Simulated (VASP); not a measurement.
# Ti12H in VASP: single point with PBE

Aim: the single point of Ti12H with PBE.

Program: VASP 6.6.1. These are calculated values, not measurements. Logs are shortened: lines on timing, memory, paths and dates and some standing lists are left out, and cuts for length are marked.

## (1) The cell of the first run

The cell holds a slab with vacuum, 13 atoms: a = 5.876 Å, b = 4.650 Å, c = 21.284 Å, α = 90.00°, β = 90.00°, γ = 90.00°.

## (2) Single point, PBE

INCAR

```
SYSTEM = Ti12H
PREC = Accurate
ENCUT = 520
EDIFF = 1E-7
ISMEAR = 0
SIGMA = 0.1
LREAL = .FALSE.
LASPH = .TRUE.
NELM = 60
ALGO = Normal
ISIF = 2
LWAVE = .FALSE.
LCHARG = .FALSE.
LDIPOL = .TRUE.
IDIPOL = 3
DIPOL = 0.5 0.5 0.342
GGA = PE
NBANDS = 84
```

KPOINTS

```
Automatic mesh
0
G
  5 6 1
  0 0 0
```

POSCAR

```
Ti12H
1.0
    5.8763264169      0.0000000000      0.0000000000
    0.0000000000      4.6504654180      0.0000000000
    0.0000000000      0.0000000000     21.2842241737
Ti H
12 1
Direct
    0.0000000000      0.7500000000      0.1879326194
    0.5000000000      0.7500000000      0.1879326194
    0.2500000000      0.2500000000      0.2277825407
    0.7500000000      0.2500000000      0.2277825407
    0.2500000000      0.7500000000      0.3074823835
    0.7500000000      0.7500000000      0.3074823835
    0.0000000000      0.2500000000      0.3461291986
    0.5000000000      0.2500000000      0.3461291986
    0.0000000000      0.7500000000      0.4220680061
    0.5000000000      0.7500000000      0.4220680061
    0.2500000000      0.2500000000      0.4596937193
    0.7500000000      0.2500000000      0.4596937193
    0.2500000000      0.2500000000      0.5428890572
```

Potentials or basis: VASP PAW PBE potentials, release 64 (Ti_sv, H).

Started as:

```
cat potpaw_PBE.64/Ti_sv/POTCAR potpaw_PBE.64/H/POTCAR > POTCAR
mpirun -np 1 vasp_std > vasp.out
```

OUTCAR:

```text
SYSTEM = Ti12H
   PREC = Accurate
   ENCUT = 520
   EDIFF = 1E-7
   ISMEAR = 0
   LREAL = .FALSE.
   LASPH = .TRUE.
   NELM = 60
   ISIF = 2
   GGA = PE

 ion  position               nearest neighbor table
   1  0.000  0.750  0.188-   3 2.88   4 2.88   3 2.88   4 2.88
   2  0.500  0.750  0.188-   3 2.88   4 2.88   3 2.88   4 2.88
   3  0.250  0.250  0.228-   1 2.88   2 2.88   1 2.88   2 2.88   5 2.88   5 2.88   8 2.92   7 2.92

   4  0.750  0.250  0.228-   1 2.88   2 2.88   1 2.88   2 2.88   6 2.88   6 2.88   8 2.92   7 2.92

   5  0.250  0.750  0.307-   9 2.85  10 2.85   7 2.87   8 2.87   7 2.87   8 2.87   3 2.88   3 2.88

   6  0.750  0.750  0.307-   9 2.85  10 2.85   7 2.87   8 2.87   7 2.87   8 2.87   4 2.88   4 2.88

   7  0.000  0.250  0.346-  11 2.83  12 2.83   9 2.83   9 2.83   5 2.87   5 2.87   6 2.87   6 2.87
                             3 2.92   4 2.92
   8  0.500  0.250  0.346-  11 2.83  12 2.83  10 2.83  10 2.83   5 2.87   5 2.87   6 2.87   6 2.87
                             3 2.92   4 2.92
   9  0.000  0.750  0.422-   7 2.83   7 2.83   5 2.85   6 2.85  12 2.86  11 2.86  11 2.86  12 2.86

  10  0.500  0.750  0.422-   8 2.83   8 2.83   5 2.85   6 2.85  12 2.86  11 2.86  11 2.86  12 2.86

  11  0.250  0.250  0.460-  13 1.77   8 2.83   7 2.83  10 2.86   9 2.86   9 2.86  10 2.86
  12  0.750  0.250  0.460-   7 2.83   8 2.83   9 2.86  10 2.86   9 2.86  10 2.86
  13  0.250  0.250  0.543-  11 1.77

  LATTYP: Found a simple orthorhombic cell.
 ALAT       =     4.6504654180
 B/A-ratio  =     1.2635996376
 C/A-ratio  =     4.5767944196

  Lattice vectors:

 A1 = (   0.0000000000,  -4.6504654180,   0.0000000000)
 A2 = (   5.8763264169,   0.0000000000,   0.0000000000)
 A3 = (   0.0000000000,   0.0000000000,  21.2842241737)

Analysis of symmetry for initial positions (statically):
=====================================================================
 Subroutine PRICEL returns:
 Original cell was already a primitive cell.

 Routine SETGRP: Setting up the symmetry group for a
 simple orthorhombic supercell.

 Subroutine GETGRP returns: Found  4 space group operations
 (whereof  1 operations were pure point group operations)
 out of a pool of  8 trial point group operations.

The static configuration has the point symmetry C_1 .
 The point group associated with its full space group is C_2v.

Analysis of symmetry for dynamics (positions and initial velocities):
=====================================================================
 Subroutine PRICEL returns:
 Original cell was already a primitive cell.

[... 139 lines left out ...]
  Fermi-wavevector in a.u.,A,eV,Ry     =   1.030333  1.947046 14.443745  1.061585
  Thomas-Fermi vector in A             =   2.164425
   LORBIT       =      0    0 simple, 1 ext, 2 COOP (PROOUT), +10 PAW based schemes
   GGA     = PE    functional components
   LHFCALC =     F    Hartree Fock is set to
   AEXX    =    0.0000 exact exchange contribution
   IVDW    =     0    specifies the selected vdW correction
   LEPSILON=     F    determine dielectric tensor
   LRPA    =     F    only Hartree local field effects (RPA)
 non-spin polarized calculation
 Gauss-broadening in eV      SIGMA  =   0.10
  energy-cutoff  :      520.00
  volume of cell :      581.65
 maximum number of plane-waves:     15708
 NGX is ok and might be reduce to    48
   NGX = 21   NGY = 17   NGZ = 79

 dipolmoment           0.000000      0.000000     -0.899864 electrons x Angstroem

 number of electron     145.0000021 magnetization

 dipolmoment           0.000000      0.000000      0.194053 electrons x Angstroem

 Free energy of the ion-electron system (eV)
  ---------------------------------------------------
  ext. energy  EPLUGINS =         0.00000000
  ---------------------------------------------------
  free energy    TOTEN  =       -90.52010273 eV

  energy without entropy =      -90.42756204  energy(sigma->0) =      -90.47383239

 E-fermi :   0.3302     XC(G=0):  -5.1144

 val. band max:        0.3298975960   @ k =   0.4000   0.3333   0.0000
 cond. band min:       0.3489188959   @ k =   0.0000   0.5000   0.0000
 fundamental gap:      0.0190212999
 Fermi energy:         0.3301681878

 k-point     1 :       0.0000    0.0000    0.0000
  band No.  band energies     occupation
      1     -56.7180      2.00000
      2     -56.6812      2.00000
      3     -56.6735      2.00000
      4     -56.5262      2.00000
      5     -56.4489      2.00000
      6     -56.4365      2.00000
[... 1033 lines left out ...]
     83       0.7880      0.00000
     84       0.8488      0.00000

------------------------ aborting loop because EDIFF is reached ----------------------------------------

 vacuum level on the upper side and lower side of the slab       (xc-potential included)         0.609        -0.721

  FORCE on cell =-STRESS in cart. coord.  units (eV):
  Direction    XX          YY          ZZ          XY          YZ          ZX
  --------------------------------------------------------------------------------------
  -------------------------------------------------------------------------------------
  Total       -6.2899757     -3.9539984     -1.2263919      0.0000000      0.0000000      0.0000000
  in kB      -17.3260433    -10.8914805     -3.3781560      0.0000000      0.0000000      0.0000000
  external PRESSURE =     -10.5318932 kB  Pullay stress =       0.0000000 kB

 VOLUME and BASIS-vectors are now :
 -----------------------------------------------------------------------------
  energy-cutoff  :      520.00
  volume of cell :      581.65
      direct lattice vectors                 reciprocal lattice vectors
     5.876326417  0.000000000  0.000000000     0.170174345  0.000000000  0.000000000
     0.000000000  4.650465418  0.000000000     0.000000000  0.215032241  0.000000000
     0.000000000  0.000000000 21.284224174     0.000000000  0.000000000  0.046983155

 POSITION                                       TOTAL-FORCE (eV/Angst)
 -----------------------------------------------------------------------------------
      0.00000      3.48785      4.00000        -0.018754      0.000000      0.327533
      2.93816      3.48785      4.00000         0.018754     -0.000000      0.327533
      1.46908      1.16262      4.84817         0.000000      0.000000      0.082163
      4.40724      1.16262      4.84817         0.000000      0.000000      0.096714
      1.46908      3.48785      6.54452         0.000000      0.000000     -0.309235
      4.40724      3.48785      6.54452         0.000000      0.000000     -0.434601
      0.00000      1.16262      7.36709        -0.158603     -0.000000     -0.155920
      2.93816      1.16262      7.36709         0.158603      0.000000     -0.155920
      0.00000      3.48785      8.98339        -0.036835      0.000000     -0.226997
      2.93816      3.48785      8.98339         0.036835      0.000000     -0.226997
      1.46908      1.16262      9.78422         0.000000      0.000000      0.170670
      4.40724      1.16262      9.78422         0.000000      0.000000      0.507762
      1.46908      1.16262     11.55497         0.000000      0.000000     -0.002703
 -----------------------------------------------------------------------------------
    total drift:                               -0.000000      0.000000      0.000262

  FREE ENERGIE OF THE ION-ELECTRON SYSTEM (eV)
  ---------------------------------------------------
  free  energy   TOTEN  =       -90.5201027315 eV

  energy  without entropy=      -90.4275620415  energy(sigma->0) =      -90.47383239

 vacuum level on the upper side and lower side of the slab         5.300         3.971
```

OSZICAR:

```text
N       E                     dE             d eps       ncg     rms          rms(c)
DAV:   1     0.186510284478E+04    0.18651E+04   -0.78363E+04  2344   0.174E+03
DAV:   2     0.174069311080E+03   -0.16910E+04   -0.16667E+04  2032   0.565E+02
DAV:   3    -0.488607384005E+02   -0.22293E+03   -0.21543E+03  3240   0.178E+02
[... 30 lines left out ...]
DAV:  34    -0.905201007352E+02   -0.37258E-05   -0.15259E-07  1560   0.178E-03    0.103E-03
DAV:  35    -0.905201021666E+02   -0.14314E-05   -0.11151E-07  1448   0.146E-03    0.340E-04
DAV:  36    -0.905201025668E+02   -0.40017E-06   -0.55823E-08  1352   0.904E-04    0.165E-04
DAV:  37    -0.905201026722E+02   -0.10544E-06   -0.31086E-08  1240   0.670E-04    0.232E-04
DAV:  38    -0.905201027315E+02   -0.59310E-07   -0.17684E-08  1232   0.577E-04
   1 F= -.90520103E+02 E0= -.90473832E+02  d E =-.925407E-01
```

stdout:

```text
POSCAR found type information on POSCAR TiH
 POSCAR found :  2 types and      13 ions
 scaLAPACK will be used
 LDA part: xc-table for (Slater+PW92), standard interpolation
 POSCAR, INCAR and KPOINTS ok, starting setup
 FFT: planning ... GRIDC
 FFT: planning ... GRID_SOFT
 FFT: planning ... GRID
 WAVECAR not read
 entering main loop
```

Run time: 20 min. Hardware: 1 thread of Intel Xeon 6975P-C (Granite Rapids), shared host; peak memory 0.79 GiB.

What came out:

```yaml
Free_energy: -90.5201 eV
Largest_force: 0.508 eV/Å
Band_gap_on_the_k_mesh: zero (an odd number of electrons rules out a gap without spin polarisation)
```

Forces in eV/Å, atoms in the order of the input:
```
Ti  -0.019  0.000  0.328
Ti   0.019  0.000  0.328
Ti   0.000  0.000  0.082
Ti   0.000  0.000  0.097
Ti   0.000  0.000 -0.309
Ti   0.000  0.000 -0.435
Ti  -0.159  0.000 -0.156
Ti   0.159  0.000 -0.156
Ti  -0.037  0.000 -0.227
Ti   0.037  0.000 -0.227
Ti   0.000  0.000  0.171
Ti   0.000  0.000  0.508
H    0.000  0.000 -0.003
```

Levels at points of the mesh, in eV from the Fermi level:
| k point | band 70 | band 71 | band 72 | band 73 | band 74 | band 75 |
| --- | --- | --- | --- | --- | --- | --- |
| (0.00, 0.00, 0.00) | -0.55 | -0.23 | 0.13 | 0.32 | 0.34 | 0.46 |
| (0.00, 0.50, 0.00) | -0.38 | -0.38 | 0.02 | 0.07 | 0.20 | 0.22 |
